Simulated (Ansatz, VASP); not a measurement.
## One calculation of Au, two programs

The input INCAR:

```
SYSTEM = Au
  ALGO = Normal
  EDIFF = 1E-6
  ENCUT = 520
  GGA = PS
  ISIF = 2
  ISMEAR = -1
  LASPH = .True.
  LCHARG = .False.
  LREAL = .False.
  LWAVE = .False.
  NBANDS = 12
  NELM = 80
  PREC = Accurate
  SIGMA = 0.08
```

File KPOINTS:

```
k-points
0
Gamma
  14 14 14
  0 0 0
```

Contents of POSCAR:

```
Au
1.0
    2.5009275535      0.0000000000      0.0000000000
    0.0000000000      2.5009275535      0.0000000000
    0.0000000000      0.0000000000      2.5009275535
Au
1
Direct
    0.0000000000      0.0000000000      0.0000000000
```

Input for Ansatz:

```yaml
crystal:
  lattice:
    - [2.5009275535, 0.0, 0.0]
    - [0.0, 2.5009275535, 0.0]
    - [0.0, 0.0, 2.5009275535]
  atoms:
    - { symbol: Au, position: [0.0, 0.0, 0.0] }
kpoints:
  mp_grid: { grid: [14, 14, 14] }
scf:
  occupations: { method: fermi_dirac, width: 0.08 }
hamiltonian:
  xc: pbesol
  pseudopotentials: { kind: paw }
output:
  forces: true
  stress: true
  eigenvalues: true
  populations: true
```

Change from the starting cell: volume scaled by 0.8, PAW files.

Alike in both runs: task single point; functional PBEsol; k mesh 14 × 14 × 14; occupations fermi-dirac, width 0.08 eV; no spin polarisation.

|  | VASP | Ansatz |
| --- | --- | --- |
| version | VASP 6.6.1 | Ansatz 0.2.0 |
| potentials or method | VASP PAW PBE potentials, release 64 (Au) | PAW with Ansatz's default frozen-core files, scalar-relativistic |
| plane-wave cutoff (eV) | 520 | 420 |
| valence electrons in the cell | 11 | 19 |

|  | VASP | Ansatz | Ansatz less VASP |
| --- | --- | --- | --- |
| pressure (GPa) | 54.5 | 54.9 | +0.38 |

VASP's potentials were made for PBE, not for PBEsol. Both programs put the cell under a high pressure, so it lies far from rest at this level. The functional is the same, so the differences come from potentials, cutoffs and numerics. VASP's potentials hold 11 valence electrons a cell and Ansatz's 19, so a difference there can come from the potentials and not from the codes.

Spin-orbit coupling is off throughout.
